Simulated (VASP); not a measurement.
Runs of VASP 6.6.1 on SiC. The structure is that of space group P6_3mc (No. 186), or close to it. The cells are those of the table. 

| level | cell | k mesh | smearing | grid for exact exchange (PRECFOCK) | screening parameter | gap on the mesh (eV) | pressure (GPa) | largest force (eV/Å) |
| --- | --- | --- | --- | --- | --- | --- | --- | --- |
| PBE | a = 3.108, b = 3.108, c = 10.177 Å, angles 90.0, 90.0, 120.0°, 8 atoms | 12 × 12 × 4 | fermi-dirac 0.02 eV | - | - | 2.22 | -2.9 | - |
| PBE | a = 2.985, b = 2.985, c = 9.774 Å, angles 90.0, 90.0, 120.0°, 8 atoms | 12 × 12 × 4 | fermi-dirac 0.02 eV | - | - | 2.23 | (a) | 0.01 |
| HSE06 | a = 3.016, b = 3.016, c = 9.875 Å, angles 90.0, 90.0, 120.0°, 8 atoms | 6 × 6 × 2 | gaussian 0.01 eV | Fast | 0.2079 1/Å | 3.17 | 13.9 | 0.01 |
| PBE | a = 3.170, b = 3.170, c = 10.379 Å, angles 90.0, 90.0, 120.0°, 8 atoms | 12 × 12 × 4 | fermi-dirac 0.02 eV | - | - | 2.20 | (b) | 0.01 |
| PBE | a = 3.016, b = 3.016, c = 9.875 Å, angles 90.0, 90.0, 120.0°, 8 atoms | 12 × 12 × 4 | fermi-dirac 0.02 eV | - | - | 2.23 | 18.8 | 0.01 |

Alike in all rows: task single point; potentials or basis VASP PAW PBE potentials, release 64 (Si, C); no spin polarisation; cutoff (eV) 520.

Problem. Fill in the values left out.

Solution. (a) 28.1; (b) -13.4.

Caveats: the PAW data sets were made with another functional, which shifts forces and pressure a little (some runs).

A k mesh can miss the band edges.
